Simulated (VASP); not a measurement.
# TiSe (P6_3/mmc) in VASP: single point with r2SCAN

Aim: the single point of TiSe with r2SCAN.

Everything below comes from runs of VASP 6.6.1. Logs are shortened: lines on timing, memory, paths and dates and some standing lists are left out, and cuts for length are marked.

## Step 1: The cell of the first run

It takes space group P6_3/mmc (No. 194, hexagonal). The conventional cell has a = 3.427 Å, b = 3.427 Å, c = 6.746 Å, α = 90.00°, β = 90.00°, γ = 120.00°. Ti (site symmetry -3m) has 6 Se at 2.60 Å and 2 Ti at 3.37 Å within 3.4 Å. Se (site symmetry -6m2) has 6 Ti at 2.60 Å within 3.4 Å.

## Step 2: Single point, r2SCAN

Input file POSCAR:

```
TiSe
1.0
    3.4269296589      0.0000000000      0.0000000000
   -1.7134648295      2.9678081416      0.0000000000
    0.0000000000      0.0000000000      6.7462903205
Ti Se
2 2
Direct
    0.0000000000      0.0000000000      0.0000000000
    0.0000000000      0.0000000000      0.5000000000
    0.3333333333      0.6666666667      0.2500000000
    0.6666666667      0.3333333333      0.7500000000
```

Input file INCAR.step1:

```
PREC = Accurate ; ENCUT = 520
ISMEAR = -1 ; SIGMA = 0.05
LREAL = False ; LASPH = True
NELM = 100 ; NBANDS = 26
GGA = PE ; ALGO = Normal
EDIFF = 1E-4 ; LWAVE = True
LCHARG = False
```

Input file INCAR.step2:

```
PREC = Accurate ; ENCUT = 520
EDIFF = 1E-6 ; ISMEAR = -1
SIGMA = 0.05 ; LREAL = False
LASPH = True ; NELM = 100
ALGO = Normal ; ISIF = 2
LWAVE = False ; LCHARG = False
METAGGA = R2SCAN ; LMIXTAU = True
NBANDS = 26 ; ISTART = 1
```

Input file KPOINTS:

```
regular mesh
0
Gamma
  7 7 4
```

Potentials or basis: VASP PAW PBE potentials, release 64 (Ti_sv, Se).

Command:

```bash
$ cat potpaw_PBE.64/Ti_sv/POTCAR potpaw_PBE.64/Se/POTCAR > POTCAR
$ cp INCAR.step1 INCAR
$ mpirun -np 1 vasp_std > vasp.out
$ cp INCAR.step2 INCAR
$ mpirun -np 1 vasp_std > vasp.out
```

OUTCAR:

```text
PREC = Accurate
   ENCUT = 520
   EDIFF = 1E-6
   ISMEAR = -1
   LREAL = False
   LASPH = True
   NELM = 100
   ISIF = 2
   METAGGA = R2SCAN
   ISTART = 1

 ion  position               nearest neighbor table
   1  0.000  0.000  0.000-   3 2.60   4 2.60   4 2.60   3 2.60   4 2.60   3 2.60
   2  0.000  0.000  0.500-   3 2.60   4 2.60   4 2.60   3 2.60   4 2.60   3 2.60
   3  0.333  0.667  0.250-   1 2.60   2 2.60   1 2.60   2 2.60   1 2.60   2 2.60
   4  0.667  0.333  0.750-   1 2.60   2 2.60   1 2.60   2 2.60   1 2.60   2 2.60

  LATTYP: Found a hexagonal cell.
 ALAT       =     3.4269296589
 C/A-ratio  =     1.9686106784

  Lattice vectors:

 A1 = (   3.4269296589,   0.0000000000,   0.0000000000)
 A2 = (  -1.7134648295,   2.9678081416,   0.0000000000)
 A3 = (   0.0000000000,   0.0000000000,   6.7462903205)

Analysis of symmetry for initial positions (statically):
=====================================================================
 Subroutine PRICEL returns:
 Original cell was already a primitive cell.

 Routine SETGRP: Setting up the symmetry group for a
 hexagonal supercell.

 Subroutine GETGRP returns: Found 24 space group operations
 (whereof 12 operations were pure point group operations)
 out of a pool of 24 trial point group operations.

The static configuration has the point symmetry D_3d.
 The point group associated with its full space group is D_6h.

Analysis of symmetry for dynamics (positions and initial velocities):
=====================================================================
 Subroutine PRICEL returns:
 Original cell was already a primitive cell.

 Routine SETGRP: Setting up the symmetry group for a
 hexagonal supercell.

 Subroutine GETGRP returns: Found 24 space group operations
 (whereof 12 operations were pure point group operations)
 out of a pool of 24 trial point group operations.

The dynamic configuration has the point symmetry D_3d.
 The point group associated with its full space group is D_6h.

 Subroutine INISYM returns: Found 24 space group operations
 (whereof 12 operations are pure point group operations),
 and found     1 'primitive' translations

----------------------------------------------------------------------------------------

                                     Primitive cell

  volume of cell :      68.6129

  direct lattice vectors                    reciprocal lattice vectors
     3.426929659  0.000000000  0.000000000     0.291806398  0.168474502  0.000000000
    -1.713464829  2.967808142  0.000000000     0.000000000  0.336949005  0.000000000
     0.000000000  0.000000000  6.746290320     0.000000000  0.000000000  0.148229612

  length of vectors
     3.426929659  3.426929659  6.746290320     0.336949005  0.336949005  0.148229612

  position of ions in fractional coordinates (direct lattice)
     0.000000000  0.000000000  0.000000000
     0.000000000  0.000000000  0.500000000
     0.333333333  0.666666667  0.250000000
     0.666666667  0.333333333  0.750000000

  ion indices of the primitive-cell ions
   primitive index   ion index
                 1           1
                 2           2
                 3           3
                 4           4

----------------------------------------------------------------------------------------

 KPOINTS: regular mesh

Automatic generation of k-mesh.
 Grid dimensions read from file:
 generate k-points for:    7    7    4

 Generating k-lattice:

  Cartesian coordinates                     Fractional coordinates (reciprocal lattice)
     0.041686628  0.024067786  0.000000000     0.142857143  0.000000000  0.000000000
     0.000000000  0.048135572  0.000000000     0.000000000  0.142857143  0.000000000
     0.000000000  0.000000000  0.037057403     0.000000000  0.000000000  0.250000000

  Length of vectors
     0.048135572  0.048135572  0.037057403

  Shift w.r.t. Gamma in fractional coordinates (k-lattice)
     0.000000000  0.000000000  0.000000000

 Subroutine IBZKPT returns following result:
 ===========================================

 Found     24 irreducible k-points:

 Following reciprocal coordinates:
            Coordinates               Weight
  0.000000  0.000000  0.000000      1.000000
  0.142857  0.000000  0.000000      6.000000
  0.285714  0.000000  0.000000      6.000000
  0.428571 -0.000000  0.000000      6.000000
  0.142857  0.142857  0.000000      6.000000
  0.285714  0.142857  0.000000     12.000000
[... 16 lines left out ...]
  0.428571  0.142857  0.500000      6.000000
  0.285714  0.285714  0.500000      6.000000
   k-points           NKPTS =     24   k-points in BZ     NKDIM =     24   number of bands    NBANDS=     26
   number of dos      NEDOS =    301   number of ions     NIONS =      4
   total plane-waves  NPLWV =  39200
   dimension x,y,z NGX =    28 NGY =   28 NGZ =   50
   dimension x,y,z NGXF=    56 NGYF=   56 NGZF=  100
   ions per type =               2   2
   NGX,Y,Z   is equivalent  to a cutoff of  13.58, 13.58, 12.32 a.u.
   NGXF,Y,Z  is equivalent  to a cutoff of  27.17, 27.17, 24.64 a.u.
 SYSTEM =  unknown system
   PREC   = accura    normal or accurate (medium, high low for compatibility)
   ISTART =      1    job   : 0-new  1-cont  2-samecut
   ICHARG =      0    charge: 1-file 2-atom 10-const
   ISPIN  =      1    spin polarized calculation?
   LNONCOLLINEAR =      F non collinear calculations
   LSORBIT =      F    spin-orbit coupling
   LASPH  =      T    aspherical Exc in radial PAW
   ENCUT  =  520.0 eV  38.22 Ry    6.18 a.u.   6.37  6.37 12.54*2*pi/ulx,y,z
   NELM   =    100;   NELMIN=  2; NELMDL=  0     # of ELM steps
   EDIFF  = 0.1E-05   stopping-criterion for ELM
   LREAL  =      F    real-space projection
   EDIFFG = 0.1E-04   stopping-criterion for IOM
   NSW    =      0    number of steps for IOM
   IBRION =     -1    ionic relax: 0-MD 1-quasi-New 2-CG
   NFREE  =      0    steps in history (QN), initial steepest desc. (CG)
   ISIF   =      2    stress and relaxation
   ISYM   =      2    0-nonsym 1-usesym 2-fastsym
   POTIM  = 0.5000    time-step for ionic-motion
   TEBEG  =    0.0;   TEEND  =   0.0 temperature during run
   PSTRESS=    0.0 pullay stress
   NELECT =      36.0000    total number of electrons
   NUPDOWN=      -1.0000    fix difference up-down
   EMIN   =  10.00;   EMAX   =-10.00  energy-range for DOS
   EFERMI =   0.00;   METHOD = LEGACY
   ISMEAR =    -1;   SIGMA  =   0.05  broadening in eV -4-tet -1-fermi 0-gaus
   EFERMI_NEDOS =   21; number of points for ismear=-14 and -15
   IALGO  =     38    algorithm
   IMIX   =      4    mixing-type and parameters
     AMIX     =   0.40;   BMIX     =  1.00
     AMIX_MAG =   1.60;   BMIX_MAG =  1.00
  volume/ion in A,a.u.               =      17.15       115.76
  Fermi-wavevector in a.u.,A,eV,Ry     =   1.320404  2.495203 23.721322  1.743468
  Thomas-Fermi vector in A             =   2.450233
   LORBIT       =      0    0 simple, 1 ext, 2 COOP (PROOUT), +10 PAW based schemes
   METAGGA = R2SCAN    functional components
   LHFCALC =     F    Hartree Fock is set to
   AEXX    =    0.0000 exact exchange contribution
   IVDW    =     0    specifies the selected vdW correction
   LEPSILON=     F    determine dielectric tensor
   LRPA    =     F    only Hartree local field effects (RPA)
 non-spin polarized calculation
  energy-cutoff  :      520.00
  volume of cell :       68.61
 maximum number of plane-waves:      1866
 NGX is ok and might be reduce to    28
   NGX = 13   NGY = 13   NGZ = 25

 number of electron      35.9999999 magnetization

 Free energy of the ion-electron system (eV)
  ---------------------------------------------------
  ext. energy  EPLUGINS =         0.00000000
  ---------------------------------------------------
  free energy    TOTEN  =       -59.41322190 eV

  energy without entropy =      -59.38909789  energy(sigma->0) =      -59.40115990

 E-fermi :   8.7373     XC(G=0): -11.9988

 val. band max:        8.7364571627   @ k =   0.0000   0.0000   0.5000
 cond. band min:       8.7468865798   @ k =   0.1429   0.0000   0.0000
 fundamental gap:      0.0104294171
 Fermi energy:         8.7372819108

 k-point     1 :       0.0000    0.0000    0.0000
  band No.  band energies     occupation
      1     -51.1248      2.00000
      2     -51.1168      2.00000
      3     -26.4915      2.00000
      4     -26.3697      2.00000
      5     -26.3130      2.00000
      6     -26.3130      2.00000
[... 18 lines left out ...]
     25      12.5964      0.00000
     26      12.6957      0.00000

 k-point     2 :       0.1429    0.0000    0.0000
  band No.  band energies     occupation
      1     -51.1225      2.00000
      2     -51.1146      2.00000
      3     -26.4845      2.00000
      4     -26.3660      2.00000
      5     -26.3383      2.00000
      6     -26.3251      2.00000
[... 18 lines left out ...]
     25      11.7237      0.00000
     26      12.3724      0.00000

 k-point     3 :       0.2857    0.0000    0.0000
  band No.  band energies     occupation
      1     -51.1174      2.00000
      2     -51.1097      2.00000
      3     -26.4689      2.00000
      4     -26.3942      2.00000
      5     -26.3761      2.00000
      6     -26.3574      2.00000
[... 18 lines left out ...]
     25      11.2910      0.00000
     26      12.4523      0.00000

 k-point     4 :       0.4286   -0.0000    0.0000
  band No.  band energies     occupation
      1     -51.1133      2.00000
      2     -51.1057      2.00000
      3     -26.4574      2.00000
      4     -26.4376      2.00000
      5     -26.4164      2.00000
      6     -26.3507      2.00000
[... 18 lines left out ...]
     25      12.2006      0.00000
     26      12.7803      0.00000

 k-point     5 :       0.1429    0.1429    0.0000
  band No.  band energies     occupation
      1     -51.1188      2.00000
      2     -51.1110      2.00000
      3     -26.4732      2.00000
      4     -26.3752      2.00000
      5     -26.3599      2.00000
      6     -26.3586      2.00000
[... 18 lines left out ...]
     25      11.6333      0.00000
     26      11.6402      0.00000

 k-point     6 :       0.2857    0.1429    0.0000
  band No.  band energies     occupation
      1     -51.1142      2.00000
      2     -51.1066      2.00000
      3     -26.4593      2.00000
      4     -26.4179      2.00000
      5     -26.3975      2.00000
      6     -26.3523      2.00000
[... 427 lines left out ...]
 k-point    21 :       0.1429    0.1429    0.5000
  band No.  band energies     occupation
      1     -51.1149      2.00000
      2     -51.1149      2.00000
      3     -26.4172      2.00000
      4     -26.4172      2.00000
      5     -26.3665      2.00000
      6     -26.3665      2.00000
[... 18 lines left out ...]
     25      11.5098      0.00000
     26      11.5098      0.00000

 k-point    22 :       0.2857    0.1429    0.5000
  band No.  band energies     occupation
      1     -51.1104      2.00000
      2     -51.1104      2.00000
      3     -26.4107      2.00000
      4     -26.4107      2.00000
      5     -26.4031      2.00000
      6     -26.4031      2.00000
[... 18 lines left out ...]
     25      11.7925      0.00000
     26      11.7925      0.00000

 k-point    23 :       0.4286    0.1429    0.5000
  band No.  band energies     occupation
      1     -51.1084      2.00000
      2     -51.1084      2.00000
      3     -26.4260      2.00000
      4     -26.4260      2.00000
      5     -26.4007      2.00000
      6     -26.4007      2.00000
[... 18 lines left out ...]
     25      12.2608      0.00000
     26      12.2608      0.00000

 k-point    24 :       0.2857    0.2857    0.5000
  band No.  band energies     occupation
      1     -51.1079      2.00000
      2     -51.1079      2.00000
      3     -26.4086      2.00000
      4     -26.4086      2.00000
      5     -26.3997      2.00000
      6     -26.3997      2.00000
[... 18 lines left out ...]
     25      12.4558      0.00000
     26      12.4558      0.00000

------------------------ aborting loop because EDIFF is reached ----------------------------------------

  FORCE on cell =-STRESS in cart. coord.  units (eV):
  Direction    XX          YY          ZZ          XY          YZ          ZX
  --------------------------------------------------------------------------------------
  -------------------------------------------------------------------------------------
  Total        0.1266749      0.1266749      0.2191331     -0.0000000      0.0000000     -0.0000000
  in kB        2.9579780      2.9579780      5.1169650     -0.0000000      0.0000000     -0.0000000
  external PRESSURE =       3.6776403 kB  Pullay stress =       0.0000000 kB

 VOLUME and BASIS-vectors are now :
 -----------------------------------------------------------------------------
  energy-cutoff  :      520.00
  volume of cell :       68.61
      direct lattice vectors                 reciprocal lattice vectors
     3.426929659  0.000000000  0.000000000     0.291806398  0.168474502  0.000000000
    -1.713464829  2.967808142  0.000000000     0.000000000  0.336949005  0.000000000
     0.000000000  0.000000000  6.746290320     0.000000000  0.000000000  0.148229612

 POSITION                                       TOTAL-FORCE (eV/Angst)
 -----------------------------------------------------------------------------------
      0.00000      0.00000      0.00000        -0.000000      0.000000      0.000000
      0.00000      0.00000      3.37315        -0.000000      0.000000      0.000000
     -0.00000      1.97854      1.68657         0.000000     -0.000000     -0.000000
      1.71346      0.98927      5.05972         0.000000      0.000000      0.000000
 -----------------------------------------------------------------------------------
    total drift:                               -0.000000      0.000000      0.000000

  FREE ENERGIE OF THE ION-ELECTRON SYSTEM (eV)
  ---------------------------------------------------
  free  energy   TOTEN  =       -59.4132218960 eV

  energy  without entropy=      -59.3890978947  energy(sigma->0) =      -59.40115990
```

Run time: 3.3 min. Hardware: 1 thread of AMD EPYC 7R13 (Zen 3), shared host; peak memory 0.18 GiB.

What came out:

```yaml
Free_energy: -59.4132 eV
Pressure: 0.4 GPa
Band_gap_on_the_k_mesh: zero (band 18 reaches 8.84 eV, above the bottom of band 19 at 8.53 eV)
```

Caveat: the PAW data sets were made with another functional, which shifts forces and pressure a little.
